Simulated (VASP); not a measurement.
# SnO in VASP: further runs

Runs on SnO. Level: PBE+D3(BJ). Tasks: single point.

Program: VASP 6.6.1. These are calculated values, not measurements. Logs are shortened: lines on timing, memory, paths and dates and some standing lists are left out, and cuts for length are marked.

## (1) The cell of the first run

The cell holds a slab with vacuum, 8 atoms: a = 3.820 Å, b = 3.820 Å, c = 22.226 Å, α = 90.00°, β = 90.00°, γ = 90.00°.

## (2) Single point, PBE+D3(BJ) (layers slid over each other)

INCAR reads:

```
SYSTEM = SnO
  PREC = Accurate
  ENCUT = 520
  EDIFF = 1E-6
  ISMEAR = 0
  SIGMA = 0.05
  LREAL = .False.
  LASPH = .True.
  NELM = 60
  ALGO = Normal
  ISIF = 2
  LWAVE = .False.
  LCHARG = .False.
  LDIPOL = .True.
  IDIPOL = 3
  DIPOL = 0.5 0.5 0.401
  GGA = PE
  IVDW = 12
  NBANDS = 50
```

KPOINTS reads:

```
regular mesh
0
Gamma
  7 7 1
  0 0 0
```

POSCAR reads:

```
SnO
1.0
    3.8201631401      0.0000000000      0.0000000000
    0.0000000000      3.8201631401      0.0000000000
    0.0000000000      0.0000000000     22.2260824966
Sn O
4 4
Direct
    0.7500000000      0.2500000000      0.2024648294
    0.2500000000      0.7500000000      0.3087832167
    0.3750000000      0.8750000000      0.4932511724
   -0.1250000000      1.3750000000      0.5995695597
    0.2500000000      0.2500000000      0.2556240230
    0.7500000000      0.7500000000      0.2556240230
   -0.1250000000      0.8750000000      0.5464103660
    0.3750000000      1.3750000000      0.5464103660
```

Potentials or basis: VASP PAW PBE potentials, release 64 (Sn_d, O).

Started as:

```
cat potpaw_PBE.64/Sn_d/POTCAR potpaw_PBE.64/O/POTCAR > POTCAR
mpirun -np 1 vasp_std > vasp.out
```

OUTCAR:

```text
SYSTEM = SnO
   PREC = Accurate
   ENCUT = 520
   EDIFF = 1E-6
   ISMEAR = 0
   LREAL = .False.
   LASPH = .True.
   NELM = 60
   ISIF = 2
   GGA = PE
   IVDW = 12
 IVDW          = 12

 ion  position               nearest neighbor table
   1  0.750  0.250  0.202-   5 2.25   6 2.25   6 2.25   5 2.25   2 3.59   2 3.59   2 3.59   2 3.59

   2  0.250  0.750  0.309-   5 2.25   6 2.25   5 2.25   6 2.25   1 3.59   1 3.59   1 3.59   1 3.59

   3  0.375  0.875  0.493-   7 2.25   8 2.25   8 2.25   7 2.25   4 3.59   4 3.59   4 3.59   4 3.59

   4  0.875  0.375  0.600-   7 2.25   8 2.25   7 2.25   8 2.25   3 3.59   3 3.59   3 3.59   3 3.59

   5  0.250  0.250  0.256-   1 2.25   1 2.25   2 2.25   2 2.25
   6  0.750  0.750  0.256-   1 2.25   1 2.25   2 2.25   2 2.25
   7  0.875  0.875  0.546-   3 2.25   3 2.25   4 2.25   4 2.25
   8  0.375  0.375  0.546-   3 2.25   3 2.25   4 2.25   4 2.25

  LATTYP: Found a simple tetragonal cell.
 ALAT       =     3.8201631401
 C/A-ratio  =     5.8180977308

  Lattice vectors:

 A1 = (   3.8201631401,   0.0000000000,   0.0000000000)
 A2 = (   0.0000000000,   3.8201631401,   0.0000000000)
 A3 = (   0.0000000000,   0.0000000000,  22.2260824966)

Analysis of symmetry for initial positions (statically):
=====================================================================
 Subroutine PRICEL returns:
 Original cell was already a primitive cell.

 Routine SETGRP: Setting up the symmetry group for a
 simple tetragonal supercell.

 Subroutine GETGRP returns: Found  4 space group operations
 (whereof  1 operations were pure point group operations)
 out of a pool of 16 trial point group operations.

The static configuration has the point symmetry C_1 .
 The point group associated with its full space group is C_2h.

Analysis of symmetry for dynamics (positions and initial velocities):
=====================================================================
 Subroutine PRICEL returns:
 Original cell was already a primitive cell.

 Routine SETGRP: Setting up the symmetry group for a
 simple tetragonal supercell.

 Subroutine GETGRP returns: Found  4 space group operations
 (whereof  1 operations were pure point group operations)
 out of a pool of 16 trial point group operations.

The dynamic configuration has the point symmetry C_1 .
 The point group associated with its full space group is C_2h.

 Subroutine INISYM returns: Found  4 space group operations
 (whereof  1 operations are pure point group operations),
 and found     1 'primitive' translations

----------------------------------------------------------------------------------------

                                     Primitive cell

  volume of cell :     324.3596

  direct lattice vectors                    reciprocal lattice vectors
     3.820163140  0.000000000  0.000000000     0.261768925  0.000000000  0.000000000
     0.000000000  3.820163140  0.000000000     0.000000000  0.261768925  0.000000000
     0.000000000  0.000000000 22.226082497     0.000000000  0.000000000  0.044992184

  length of vectors
     3.820163140  3.820163140 22.226082497     0.261768925  0.261768925  0.044992184

  position of ions in fractional coordinates (direct lattice)
     0.750000000  0.250000000  0.202464829
     0.250000000  0.750000000  0.308783217
     0.375000000  0.875000000  0.493251172
     0.875000000  0.375000000  0.599569560
     0.250000000  0.250000000  0.255624023
     0.750000000  0.750000000  0.255624023
     0.875000000  0.875000000  0.546410366
     0.375000000  0.375000000  0.546410366

  ion indices of the primitive-cell ions
   primitive index   ion index
                 1           1
                 2           2
                 3           3
                 4           4
                 5           5
                 6           6
                 7           7
                 8           8

----------------------------------------------------------------------------------------

 KPOINTS: regular mesh

Automatic generation of k-mesh.
 Grid dimensions read from file:
 generate k-points for:    7    7    1

 Generating k-lattice:

  Cartesian coordinates                     Fractional coordinates (reciprocal lattice)
     0.037395561  0.000000000  0.000000000     0.142857143  0.000000000  0.000000000
     0.000000000  0.037395561  0.000000000     0.000000000  0.142857143  0.000000000
     0.000000000  0.000000000  0.044992184     0.000000000  0.000000000  1.000000000

  Length of vectors
     0.037395561  0.037395561  0.044992184

  Shift w.r.t. Gamma in fractional coordinates (k-lattice)
     0.000000000  0.000000000  0.000000000

 Subroutine IBZKPT returns following result:
 ===========================================

 Found     16 irreducible k-points:

 Following reciprocal coordinates:
            Coordinates               Weight
  0.000000  0.000000  0.000000      1.000000
  0.142857  0.000000  0.000000      4.000000
  0.285714  0.000000  0.000000      4.000000
  0.428571  0.000000  0.000000      4.000000
  0.142857  0.142857  0.000000      2.000000
 -0.142857  0.142857  0.000000      2.000000
[... 8 lines left out ...]
  0.428571  0.428571  0.000000      2.000000
 -0.428571  0.428571  0.000000      2.000000
   k-points           NKPTS =     16   k-points in BZ     NKDIM =     16   number of bands    NBANDS=     50
   number of dos      NEDOS =    301   number of ions     NIONS =      8
   total plane-waves  NPLWV = 131712
   dimension x,y,z NGX =    28 NGY =   28 NGZ =  168
   dimension x,y,z NGXF=    56 NGYF=   56 NGZF=  336
   ions per type =               4   4
   NGX,Y,Z   is equivalent  to a cutoff of  12.19, 12.19, 12.57 a.u.
   NGXF,Y,Z  is equivalent  to a cutoff of  24.37, 24.37, 25.13 a.u.
 SYSTEM =  SnO
   PREC   = accura    normal or accurate (medium, high low for compatibility)
   ISTART =      0    job   : 0-new  1-cont  2-samecut
   ICHARG =      2    charge: 1-file 2-atom 10-const
   ISPIN  =      1    spin polarized calculation?
   LNONCOLLINEAR =      F non collinear calculations
   LSORBIT =      F    spin-orbit coupling
   LASPH  =      T    aspherical Exc in radial PAW
   ENCUT  =  520.0 eV  38.22 Ry    6.18 a.u.   7.10  7.10 41.33*2*pi/ulx,y,z
   NELM   =     60;   NELMIN=  2; NELMDL= -5     # of ELM steps
   EDIFF  = 0.1E-05   stopping-criterion for ELM
   LREAL  =      F    real-space projection
   EDIFFG = 0.1E-04   stopping-criterion for IOM
   NSW    =      0    number of steps for IOM
   IBRION =     -1    ionic relax: 0-MD 1-quasi-New 2-CG
   NFREE  =      0    steps in history (QN), initial steepest desc. (CG)
   ISIF   =      2    stress and relaxation
   ISYM   =      2    0-nonsym 1-usesym 2-fastsym
   POTIM  = 0.5000    time-step for ionic-motion
   TEBEG  =    0.0;   TEEND  =   0.0 temperature during run
   PSTRESS=    0.0 pullay stress
   NELECT =      80.0000    total number of electrons
   NUPDOWN=      -1.0000    fix difference up-down
   EMIN   =  10.00;   EMAX   =-10.00  energy-range for DOS
   EFERMI =   0.00;   METHOD = LEGACY
   ISMEAR =     0;   SIGMA  =   0.05  broadening in eV -4-tet -1-fermi 0-gaus
   EFERMI_NEDOS =   21; number of points for ismear=-14 and -15
   IALGO  =     38    algorithm
   IMIX   =      4    mixing-type and parameters
     AMIX     =   0.40;   BMIX     =  1.00
     AMIX_MAG =   1.60;   BMIX_MAG =  1.00
  volume/ion in A,a.u.               =      40.54       273.61
  Fermi-wavevector in a.u.,A,eV,Ry     =   1.026666  1.940118 14.341131  1.054043
  Thomas-Fermi vector in A             =   2.160571
   LORBIT       =      0    0 simple, 1 ext, 2 COOP (PROOUT), +10 PAW based schemes
   GGA     = PE    functional components
   LHFCALC =     F    Hartree Fock is set to
   AEXX    =    0.0000 exact exchange contribution
   IVDW    =    12    specifies the selected vdW correction
   LEPSILON=     F    determine dielectric tensor
   LRPA    =     F    only Hartree local field effects (RPA)
 non-spin polarized calculation
 Gauss-broadening in eV      SIGMA  =   0.05
  energy-cutoff  :      520.00
  volume of cell :      324.36
 maximum number of plane-waves:      8769
   NGX = 15   NGY = 15   NGZ = 83

 dipolmoment           0.000000      0.000000      0.000038 electrons x Angstroem

 number of electron      79.9999972 magnetization

 dipolmoment           0.000000      0.000000     -0.000005 electrons x Angstroem

 Free energy of the ion-electron system (eV)
  ---------------------------------------------------
  ext. energy  EPLUGINS =         0.00000000
  ---------------------------------------------------
  free energy    TOTEN  =       -45.11904121 eV

  energy without entropy =      -45.11904121  energy(sigma->0) =      -45.11904121

 E-fermi :   0.1473     XC(G=0):  -5.3014

 val. band max:       -0.1462170247   @ k =  -0.1429   0.1429   0.0000
 cond. band min:       2.2338923244   @ k =   0.4286   0.0000   0.0000
 fundamental gap:      2.3801093491
 Fermi energy:         0.1472734018

 k-point     1 :       0.0000    0.0000    0.0000
  band No.  band energies     occupation
      1     -21.0415      2.00000
      2     -21.0414      2.00000
      3     -20.6809      2.00000
      4     -20.6809      2.00000
      5     -20.6443      2.00000
      6     -20.6441      2.00000
[... 42 lines left out ...]
     49       5.2121      0.00000
     50       5.2178      0.00000

 k-point     2 :       0.1429    0.0000    0.0000
  band No.  band energies     occupation
      1     -21.0326      2.00000
      2     -21.0325      2.00000
      3     -20.6817      2.00000
      4     -20.6815      2.00000
      5     -20.6459      2.00000
      6     -20.6453      2.00000
[... 734 lines left out ...]
 k-point    16 :      -0.4286    0.4286    0.0000
  band No.  band energies     occupation
      1     -20.9830      2.00000
      2     -20.9825      2.00000
      3     -20.9693      2.00000
      4     -20.9685      2.00000
      5     -20.6479      2.00000
      6     -20.6477      2.00000
[... 42 lines left out ...]
     49       5.9036      0.00000
     50       6.1895      0.00000

------------------------ aborting loop because EDIFF is reached ----------------------------------------

 vacuum level on the upper side and lower side of the slab       (xc-potential included)        -0.162        -0.160

 Edisp (eV)   -1.24519

 E8    (eV) :    -0.5503

  FORCE on cell =-STRESS in cart. coord.  units (eV):
  Direction    XX          YY          ZZ          XY          YZ          ZX
  --------------------------------------------------------------------------------------
  -------------------------------------------------------------------------------------
  Total       0.27897     0.27897     0.50571     0.01875     0.22766     0.22766
  in kB       1.37797     1.37797     2.49796     0.09264     1.12455     1.12455
  external pressure =        1.75 kB  Pullay stress =        0.00 kB

 VOLUME and BASIS-vectors are now :
 -----------------------------------------------------------------------------
  energy-cutoff  :      520.00
  volume of cell :      324.36
      direct lattice vectors                 reciprocal lattice vectors
     3.820163140  0.000000000  0.000000000     0.261768925  0.000000000  0.000000000
     0.000000000  3.820163140  0.000000000     0.000000000  0.261768925  0.000000000
     0.000000000  0.000000000 22.226082497     0.000000000  0.000000000  0.044992184

 POSITION                                       TOTAL-FORCE (eV/Angst)
 -----------------------------------------------------------------------------------
      2.86512      0.95504      4.50000        -0.004242     -0.004242     -0.083125
      0.95504      2.86512      6.86304        -0.025585     -0.025585      0.021638
      1.43256      3.34264     10.96304         0.025585      0.025585     -0.021638
      3.34264      1.43256     13.32608         0.004242      0.004242      0.083125
      0.95504      0.95504      5.68152         0.008489     -0.021679     -0.001340
      2.86512      2.86512      5.68152        -0.021679      0.008489     -0.001340
      3.34264      3.34264     12.14456         0.021679     -0.008489      0.001340
      1.43256      1.43256     12.14456        -0.008489      0.021679      0.001340
 -----------------------------------------------------------------------------------
    total drift:                               -0.000000     -0.000000     -0.000248

  FREE ENERGIE OF THE ION-ELECTRON SYSTEM (eV)
  ---------------------------------------------------
  free  energy   TOTEN  =       -46.3642352429 eV

  energy  without entropy=      -46.3642352429  energy(sigma->0) =      -46.36423524

 vacuum level on the upper side and lower side of the slab         4.798         4.801
```

Wall time 7.4 min (1 thread of Oxide Virtual Turin-like, shared host); peak memory 0.4 GiB.

Results:

- Free energy: -46.3642 eV
- Largest force: 0.083 eV/Å
- Band gap on the k mesh: 2.38 eV (least direct gap 2.53 eV)
- Dispersion energy per atom: -0.156 eV

Forces in eV/Å, atoms in the order of the input:
```
Sn  -0.004 -0.004 -0.083
Sn  -0.026 -0.026  0.022
Sn   0.026  0.026 -0.022
Sn   0.004  0.004  0.083
O    0.008 -0.022 -0.001
O   -0.022  0.008 -0.001
O    0.022 -0.008  0.001
O   -0.008  0.022  0.001
```

Caveat: the cell differs from its parent crystal (layers slid over each other); spin-orbit coupling is left out, which moves the levels of the heavy elements.

(Continued in part 2 of 2.)
